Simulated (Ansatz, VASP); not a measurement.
# MgO in VASP and in Ansatz

INCAR

```
SYSTEM = MgO
ALGO     = Normal         ! electronic algorithm
EDIFF    = 1E-6           ! SCF threshold, eV
ENCUT    = 600            ! plane-wave cutoff, eV
GGA_COMPAT= .FALSE.      
ISIF     = 2              ! what is computed and relaxed
ISMEAR   = 0              ! smearing method
LASPH    = .TRUE.         ! aspherical terms in the spheres
LCHARG   = .TRUE.         ! write CHGCAR
LELF     = .TRUE.         ! ELF
LREAL    = .FALSE.        ! projectors in reciprocal space
LVHAR    = .TRUE.       
LWAVE    = .FALSE.        ! write WAVECAR
NBANDS   = 11             ! bands
NELM     = 120            ! most SCF steps
PREC     = Accurate       ! precision mode
SIGMA    = 0.02           ! smearing width, eV
```

KPOINTS

```
k-points
0
G
  10 10 10
  0 0 0
```

File POSCAR:

```
MgO
1.0
    0.0000000000      2.1211468107      2.1211468107
    2.1211468107      0.0000000000      2.1211468107
    2.1211468107      2.1211468107      0.0000000000
Mg O
1 1
Direct
    0.0000000000      0.0000000000      0.0000000000
    0.5000000000      0.5000000000      0.5000000000
```

Input for Ansatz:

```yaml
crystal:
  lattice:
    - [0.0, 2.1211468107, 2.1211468107]
    - [2.1211468107, 0.0, 2.1211468107]
    - [2.1211468107, 2.1211468107, 0.0]
  atoms:
    - { symbol: Mg, position: [0.0, 0.0, 0.0] }
    - { symbol: O, position: [0.5, 0.5, 0.5] }
basis:
  ecutwfc: 420
kpoints:
  mp_grid: { grid: [10, 10, 10] }
hamiltonian:
  xc: lda
  pseudopotentials: { kind: paw, azcp: { folder: soft_1 } }
scf:
  occupations: { method: gaussian, width: 0.02 }
output:
  forces: true
  stress: true
  eigenvalues: true
```

Alike in both runs: task single point; functional LDA; k mesh 10 × 10 × 10; occupations gaussian, width 0.02 eV; no spin polarisation.

|  | VASP | Ansatz |
| --- | --- | --- |
| version | VASP 6.6.1 | Ansatz 0.2.0 |
| potentials or method | VASP PAW LDA potentials, release 64 (Mg, O), cutoff 600 eV | scalar-relativistic, plane waves, PAW |
| valence electrons in the cell | 8 | 16 |

```tsv
	VASP	Ansatz	Ansatz less VASP
gap on the k mesh at the Fermi level (eV)	4.45	4.46	+0.005
least direct gap on the mesh (eV)	4.45	4.46	+0.005
pressure (GPa)	-11.0	-8.9	+2.07
```

Ansatz warns that its potentials were made for another functional, while VASP's fit it. LDA's correlation is that of Perdew and Zunger in VASP and of Perdew and Wang (1992) in Ansatz. VASP's potentials hold 8 valence electrons a cell and Ansatz's 16, so a difference there can come from the potentials and not from the codes.
